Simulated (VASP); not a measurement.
SrI3:

```xyz
4
Lattice="5.4432 0.0000 0.0000 0.0000 5.4432 0.0000 0.0000 0.0000 5.4432" Properties=species:S:1:pos:R:3 pbc="T T T"
Sr    0.0000    0.0000    0.0000
I     2.7216    2.7216    0.0000
I     0.0000    2.7216    2.7216
I     2.7216    0.0000    2.7216
```

The cell was generated, and may not be a known phase.

| Quantity | Value |
| --- | --- |
| Program | VASP 6.6.1 |
| Task | relaxation of cell and atoms |
| Functional | PBE |
| Potentials or basis | VASP PAW PBE potentials, release 64 (Sr_sv, I) |
| Cutoff | 600 eV |
| k mesh | 8 × 8 × 8 |
| Occupations | gaussian, width 0.1 eV |
| Spin | no spin polarisation |

At the start: pressure -0.9 GPa; volume 40.32 Å³/atom.

Task: How do energy, volume and symmetry change on relaxing?

Result: Over 3 steps the energy falls by 5.5 meV/atom and the volume is 38.50 Å³/atom (-4.5 %); space group Pm-3m (No. 221, to 0.1 Å) before and after.

The path:
| step | energy change (eV) | largest force (eV/Å) | pressure (GPa) | volume (Å³) |
| --- | --- | --- | --- | --- |
| 1 | 0.0000 | 0.0000 | -0.93 | 161.27 |
| 2 | -0.0204 | 0.0000 | -0.27 | 155.89 |
| 3 | -0.0220 | 0.0000 | 0.00 | 154.02 |

Final structure:
```xyz
4
Lattice="5.3603 0.0000 0.0000 0.0000 5.3603 0.0000 0.0000 0.0000 5.3603" Properties=species:S:1:pos:R:3 pbc="T T T"
Sr    0.0000    0.0000    0.0000
I     2.6802    2.6802    0.0000
I     0.0000    2.6802    2.6802
I     2.6802    0.0000    2.6802
```

Caveat: an odd number of electrons without spin polarisation forces a metal; a magnetic or distorted state may lie lower.
